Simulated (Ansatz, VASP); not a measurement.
# Two plane-wave programs on Na2BrF

```
CELL_PARAMETERS angstrom
1.90863 1.10195 6.27874
-1.90863 1.10195 6.27874
0.00000 -2.20389 6.27874
ATOMIC_POSITIONS crystal
Na 0.26621 0.26621 0.26621
Na 0.73379 0.73379 0.73379
Br 0.50000 0.50000 0.50000
F 0.00000 0.00000 0.00000
```

Alike in both runs: functional PBE; k mesh 9 × 9 × 9; occupations gaussian, width 0.02 eV; no spin polarisation.

Ansatz relaxed the structure, and its values are those at the end. VASP's run is a single point on that final structure, the one shown.

|  | VASP | Ansatz |
| --- | --- | --- |
| version | VASP 6.6.1 | Ansatz 0.2.0 |
| potentials or method | VASP PAW PBE potentials, release 64 (Na_pv, Br, F), cutoff 520 eV | scalar-relativistic, plane waves, PAW |
| valence electrons in the cell | 28 | 32 |

|  | VASP | Ansatz | Ansatz less VASP |
| --- | --- | --- | --- |
| gap on the k mesh at the Fermi level (eV) | 3.10 | 3.11 | +0.004 |
| least direct gap on the mesh (eV) | 3.10 | 3.11 | +0.004 |
| pressure (GPa) | -0.1 | 0.0 | +0.06 |

With one functional, cell and mesh, what is left measures potentials, basis and numerics. VASP's potentials hold 28 valence electrons a cell and Ansatz's 32, so a difference there can come from the potentials and not from the codes.
